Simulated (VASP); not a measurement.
# Ge (Pm-3m) in VASP: settings compared, part 2 of 2

VASP 6.6.1. Earlier steps stand in the parts before.

## Step 3: Single point, PBE

This run uses another cell than the first one, of 20.71 Å³/atom, 1.061 times its volume.

INCAR reads:

```
PREC = Accurate
ENCUT = 520
EDIFF = 1E-6
ISMEAR = -1
SIGMA = 0.05
LREAL = False
LASPH = True
NELM = 80
ALGO = Normal
ISIF = 2
LWAVE = False
LCHARG = True
GGA = PE
LELF = True
LVHAR = True
NBANDS = 13
```

KPOINTS reads:

```
Automatic mesh
0
Gamma
  10 10 10
```

POSCAR reads:

```
Ge
1.0
    2.7461381693      0.0000000000      0.0000000000
    0.0000000000      2.7461381693      0.0000000000
    0.0000000000      0.0000000000      2.7461381693
Ge
1
Direct
    0.0000000000      0.0000000000      0.0000000000
```

Potentials or basis: VASP PAW PBE potentials, release 64 (Ge_d).

Started as:

```bash
cat potpaw_PBE.64/Ge_d/POTCAR > POTCAR
mpirun -np 1 vasp_std > vasp.out
```

OUTCAR:

```text
PREC = Accurate
   ENCUT = 520
   EDIFF = 1E-6
   ISMEAR = -1
   LREAL = False
   LASPH = True
   NELM = 80
   ISIF = 2
   GGA = PE

 ion  position               nearest neighbor table
   1  0.000  0.000  0.000-

  LATTYP: Found a simple cubic cell.
 ALAT       =     2.7461381693

  Lattice vectors:

 A1 = (   2.7461381693,   0.0000000000,   0.0000000000)
 A2 = (   0.0000000000,   2.7461381693,   0.0000000000)
 A3 = (   0.0000000000,   0.0000000000,   2.7461381693)

Analysis of symmetry for initial positions (statically):
=====================================================================
 Subroutine PRICEL returns:
 Original cell was already a primitive cell.

 Routine SETGRP: Setting up the symmetry group for a
 simple cubic supercell.

 Subroutine GETGRP returns: Found 48 space group operations
 (whereof 48 operations were pure point group operations)
 out of a pool of 48 trial point group operations.

The static configuration has the point symmetry O_h .

Analysis of symmetry for dynamics (positions and initial velocities):
=====================================================================
 Subroutine PRICEL returns:
 Original cell was already a primitive cell.

 Routine SETGRP: Setting up the symmetry group for a
 simple cubic supercell.

 Subroutine GETGRP returns: Found 48 space group operations
 (whereof 48 operations were pure point group operations)
 out of a pool of 48 trial point group operations.

The dynamic configuration has the point symmetry O_h .

 Subroutine INISYM returns: Found 48 space group operations
 (whereof 48 operations are pure point group operations),
 and found     1 'primitive' translations

----------------------------------------------------------------------------------------
[... 108 lines left out ...]
   IALGO  =     38    algorithm
   IMIX   =      4    mixing-type and parameters
     AMIX     =   0.40;   BMIX     =  1.00
     AMIX_MAG =   1.60;   BMIX_MAG =  1.00
  volume/ion in A,a.u.               =      20.71       139.75
  Fermi-wavevector in a.u.,A,eV,Ry     =   1.436796  2.715151 28.087634  2.064383
  Thomas-Fermi vector in A             =   2.555945
   LORBIT       =      0    0 simple, 1 ext, 2 COOP (PROOUT), +10 PAW based schemes
   GGA     = PE    functional components
   LHFCALC =     F    Hartree Fock is set to
   AEXX    =    0.0000 exact exchange contribution
   IVDW    =     0    specifies the selected vdW correction
   LEPSILON=     F    determine dielectric tensor
   LRPA    =     F    only Hartree local field effects (RPA)
 non-spin polarized calculation
  energy-cutoff  :      520.00
  volume of cell :       20.71
 maximum number of plane-waves:       587
   NGX = 11   NGY = 11   NGZ = 11

 number of electron      14.0000021 magnetization

 Free energy of the ion-electron system (eV)
  ---------------------------------------------------
  ext. energy  EPLUGINS =         0.00000000
  ---------------------------------------------------
  free energy    TOTEN  =        -4.29537473 eV

  energy without entropy =       -4.29152940  energy(sigma->0) =       -4.29345206

 E-fermi :   5.5360     XC(G=0): -10.7179

 val. band max:        5.5230642841   @ k =   0.3000   0.3000   0.2000
 cond. band min:       5.5976910686   @ k =   0.4000   0.4000   0.3000
 fundamental gap:      0.0746267845
 Fermi energy:         5.5360358545

 k-point     1 :       0.0000    0.0000    0.0000
  band No.  band energies     occupation
      1     -19.1271      2.00000
      2     -19.1271      2.00000
      3     -18.9105      2.00000
      4     -18.9105      2.00000
      5     -18.9105      2.00000
      6      -6.9068      2.00000
      7      11.8956      0.00000
      8      11.8956      0.00000
      9      11.8956      0.00000
     10      15.3963      0.00000
     11      15.3963      0.00000
     12      17.5535      0.00000
     13      33.5473      0.00000
[... 354 lines left out ...]
  band No.  band energies     occupation
      1     -19.0945      2.00000
      2     -19.0035      2.00000
      3     -18.9542      2.00000
      4     -18.9532      2.00000
      5     -18.9181      2.00000
      6      -4.8716      2.00000
      7       4.0193      2.00000
      8      11.1076      0.00000
      9      11.7152      0.00000
     10      19.4665      0.00000
     11      19.7559      0.00000
     12      21.3615      0.00000
     13      22.5890      0.00000

 [... further k-points ...]
[... 5 lines left out ...]
  --------------------------------------------------------------------------------------
  -------------------------------------------------------------------------------------
  Total       -0.3852221     -0.3852221     -0.3852221     -0.0000000      0.0000000     -0.0000000
  in kB      -29.8026354    -29.8026354    -29.8026354     -0.0000000      0.0000000     -0.0000000
  external PRESSURE =     -29.8026354 kB  Pullay stress =       0.0000000 kB

 VOLUME and BASIS-vectors are now :
 -----------------------------------------------------------------------------
  energy-cutoff  :      520.00
  volume of cell :       20.71
      direct lattice vectors                 reciprocal lattice vectors
     2.746138169  0.000000000  0.000000000     0.364147737  0.000000000  0.000000000
     0.000000000  2.746138169  0.000000000     0.000000000  0.364147737  0.000000000
     0.000000000  0.000000000  2.746138169     0.000000000  0.000000000  0.364147737

 POSITION                                       TOTAL-FORCE (eV/Angst)
 -----------------------------------------------------------------------------------
      0.00000      0.00000      0.00000         0.000000      0.000000      0.000000
 -----------------------------------------------------------------------------------
    total drift:                                0.000000      0.000000      0.000000

  FREE ENERGIE OF THE ION-ELECTRON SYSTEM (eV)
  ---------------------------------------------------
  free  energy   TOTEN  =        -4.2953747273 eV

  energy  without entropy=       -4.2915293973  energy(sigma->0) =       -4.29345206
```

stdout:

```text
POSCAR found type information on POSCAR Ge
 POSCAR found :  1 types and       1 ions
 scaLAPACK will be used
 LDA part: xc-table for (Slater+PW92), standard interpolation
 POSCAR, INCAR and KPOINTS ok, starting setup
 FFT: planning ... GRIDC
 FFT: planning ... GRID_SOFT
 FFT: planning ... GRID
 WAVECAR not read
 entering main loop
```

Run time: 4.7 s. Hardware: 1 thread of Intel Xeon Platinum 8559C (Emerald Rapids), shared host; peak memory 0.12 GiB.

Results:

```
Free energy            : -4.2954 eV
Pressure               : -3.0 GPa
Band gap on the k mesh : zero (band 7 reaches 11.90 eV, above the bottom of band 8 at 3.12 eV)
```

Levels at points of the mesh, in eV from the Fermi level:
| k point | band 4 | band 5 | band 6 | band 7 | band 8 | band 9 | band 10 | band 11 |
| --- | --- | --- | --- | --- | --- | --- | --- | --- |
| (0.00, 0.00, 0.00) | -24.45 | -24.45 | -12.44 | 6.36 | 6.36 | 6.36 | 9.86 | 9.86 |
| (0.50, 0.00, 0.00) | -24.49 | -24.44 | -8.92 | -5.34 | 9.05 | 9.05 | 12.95 | 14.88 |
| (0.50, 0.50, 0.00) | -24.50 | -24.38 | -5.19 | -2.42 | -2.42 | 3.26 | 11.67 | 18.97 |
| (0.50, 0.50, 0.50) | -24.38 | -24.38 | -0.95 | 0.31 | 0.31 | 0.31 | 6.85 | 6.85 |

## Step 4: Single point, PBE

This run uses another cell than the first one, of 21.11 Å³/atom, 1.082 times its volume.

INCAR reads:

```
PREC = Accurate
ENCUT = 520
EDIFF = 1E-6
ISMEAR = -1
SIGMA = 0.05
LREAL = F
LASPH = T
NELM = 80
ALGO = Normal
ISIF = 2
LWAVE = F
LCHARG = T
GGA = PE
LELF = T
LVHAR = T
NBANDS = 13
```

KPOINTS is that of step 3.

POSCAR reads:

```
Ge
1.0
    2.7636299668      0.0000000000      0.0000000000
    0.0000000000      2.7636299668      0.0000000000
    0.0000000000      0.0000000000      2.7636299668
Ge
1
Direct
    0.0000000000      0.0000000000      0.0000000000
```

Started as:

```bash
cat potpaw_PBE.64/Ge_d/POTCAR > POTCAR
mpirun -np 1 vasp_std > vasp.out
```

Wall time 5 s (1 thread of Intel Xeon Platinum 8559C (Emerald Rapids), shared host); peak memory 0.13 GiB.

The run converged. Its results:

```
Free energy            : -4.2871 eV
Pressure               : -4.0 GPa
Band gap on the k mesh : zero (band 7 reaches 11.61 eV, above the bottom of band 8 at 2.99 eV)
```

Levels at points of the mesh, in eV from the Fermi level:
```tsv
k point	band 4	band 5	band 6	band 7	band 8	band 9	band 10	band 11
(0.00, 0.00, 0.00)	-24.45	-24.45	-12.30	6.26	6.26	6.26	9.79	9.79
(0.50, 0.00, 0.00)	-24.49	-24.44	-8.86	-5.23	8.88	8.88	12.82	14.74
(0.50, 0.50, 0.00)	-24.50	-24.38	-5.24	-2.36	-2.36	3.30	11.41	18.79
(0.50, 0.50, 0.50)	-24.38	-24.38	-1.13	0.30	0.30	0.30	6.84	6.84
```

## Step 5: Single point, PBEsol

This run uses another cell than the first one, of 19.91 Å³/atom, 1.020 times its volume.

INCAR reads:

```
  ALGO = Normal
  EDIFF = 1E-6
  ENCUT = 500
  GGA = PS
  GGA_COMPAT = F
  ISIF = 2
  ISMEAR = -1
  LASPH = T
  LCHARG = F
  LREAL = F
  LWAVE = F
  NBANDS = 13
  NELM = 120
  PREC = Accurate
  SIGMA = 0.1
```

KPOINTS reads:

```
k-points
0
Gamma
  8 8 8
```

POSCAR reads:

```
Ge
1.0
    2.7104700000      0.0000000000      0.0000000000
    0.0000000000      2.7104700000      0.0000000000
    0.0000000000      0.0000000000      2.7104700000
Ge
1
Direct
    0.0000000000      0.0000000000      0.0000000000
```

Potentials or basis: VASP PAW PBE potentials, release 64 (Ge_d).

Started as:

```bash
cat potpaw_PBE.64/Ge_d/POTCAR > POTCAR
mpirun -np 1 vasp_std > vasp.out
```

OUTCAR:

```text
EDIFF = 1E-6
   ENCUT = 500
   GGA = PS
   ISIF = 2
   ISMEAR = -1
   LASPH = T
   LREAL = F
   NELM = 120
   PREC = Accurate

 ion  position               nearest neighbor table
   1  0.000  0.000  0.000-

  LATTYP: Found a simple cubic cell.
 ALAT       =     2.7104700000

  Lattice vectors:

 A1 = (   2.7104700000,   0.0000000000,   0.0000000000)
 A2 = (   0.0000000000,   2.7104700000,   0.0000000000)
 A3 = (   0.0000000000,   0.0000000000,   2.7104700000)

Analysis of symmetry for initial positions (statically):
=====================================================================
 Subroutine PRICEL returns:
 Original cell was already a primitive cell.

 Routine SETGRP: Setting up the symmetry group for a
 simple cubic supercell.

 Subroutine GETGRP returns: Found 48 space group operations
 (whereof 48 operations were pure point group operations)
 out of a pool of 48 trial point group operations.

The static configuration has the point symmetry O_h .

Analysis of symmetry for dynamics (positions and initial velocities):
=====================================================================
 Subroutine PRICEL returns:
 Original cell was already a primitive cell.
[... 159 lines left out ...]
 Fermi energy:         5.7371120450

 k-point     1 :       0.0000    0.0000    0.0000
  band No.  band energies     occupation
      1     -18.7963      2.00000
      2     -18.7963      2.00000
      3     -18.5505      2.00000
      4     -18.5505      2.00000
      5     -18.5505      2.00000
      6      -6.9613      2.00000
      7      12.3521      0.00000
      8      12.3521      0.00000
      9      12.3521      0.00000
     10      15.8185      0.00000
     11      15.8185      0.00000
     12      18.1037      0.00000
     13      34.3999      0.00000
[... 354 lines left out ...]
  band No.  band energies     occupation
      1     -18.6919      2.00000
      2     -18.6673      2.00000
      3     -18.6208      2.00000
      4     -18.6100      2.00000
      5     -18.4998      2.00000
      6      -0.2827      2.00000
      7       2.8128      2.00000
      8       5.4579      1.88453
      9      10.5389      0.00000
     10      14.8985      0.00000
     11      19.7329      0.00000
     12      21.9694      0.00000
     13      25.9025      0.00000

 [... further k-points ...]
[... 5 lines left out ...]
  --------------------------------------------------------------------------------------
  -------------------------------------------------------------------------------------
  Total       -0.3033328     -0.3033328     -0.3033328     -0.0000000     -0.0000000     -0.0000000
  in kB      -24.4059706    -24.4059706    -24.4059706     -0.0000000     -0.0000000     -0.0000000
  external PRESSURE =     -24.4059706 kB  Pullay stress =       0.0000000 kB

 VOLUME and BASIS-vectors are now :
 -----------------------------------------------------------------------------
  energy-cutoff  :      500.00
  volume of cell :       19.91
      direct lattice vectors                 reciprocal lattice vectors
     2.710470000  0.000000000  0.000000000     0.368939704  0.000000000  0.000000000
     0.000000000  2.710470000  0.000000000     0.000000000  0.368939704  0.000000000
     0.000000000  0.000000000  2.710470000     0.000000000  0.000000000  0.368939704

 POSITION                                       TOTAL-FORCE (eV/Angst)
 -----------------------------------------------------------------------------------
      0.00000      0.00000      0.00000         0.000000      0.000000      0.000000
 -----------------------------------------------------------------------------------
    total drift:                               -0.000000     -0.000000     -0.000000

  FREE ENERGIE OF THE ION-ELECTRON SYSTEM (eV)
  ---------------------------------------------------
  free  energy   TOTEN  =        -4.7045596829 eV

  energy  without entropy=       -4.6836135468  energy(sigma->0) =       -4.69408661
```

Wall time 5.4 s (1 thread of AMD EPYC 7R43 (Zen 3), shared host); peak memory 0.09 GiB.

What came out:

```
Free energy            : -4.7046 eV
Pressure               : -2.4 GPa
Band gap on the k mesh : zero (band 7 reaches 12.35 eV, above the bottom of band 8 at 3.26 eV)
```

Caveat: the PAW data sets were made with another functional, which shifts forces and pressure a little.

## Step 6: The runs side by side

```csv
level,cell,k mesh,cutoff (eV),smearing,gap on the mesh (eV),pressure (GPa)
PBE,"a = 2.692 Å, 1 atom",10 × 10 × 10,520,fermi-dirac 0.05 eV,none,0.8
PBE,"a = 2.746 Å, 1 atom",10 × 10 × 10,520,fermi-dirac 0.05 eV,none,-3.0
PBE,"a = 2.764 Å, 1 atom",10 × 10 × 10,520,fermi-dirac 0.05 eV,none,-4.0
PBEsol,"a = 2.710 Å, 1 atom",8 × 8 × 8,500,fermi-dirac 0.1 eV,none,-2.4
```

Alike in all rows: task single point; potentials or basis VASP PAW PBE potentials, release 64 (Ge_d); no spin polarisation.

Caveats: the PAW data sets were made with another functional, which shifts forces and pressure a little (some runs).

Total energies depend on the potentials used, so only differences within one code and one set of settings carry meaning.
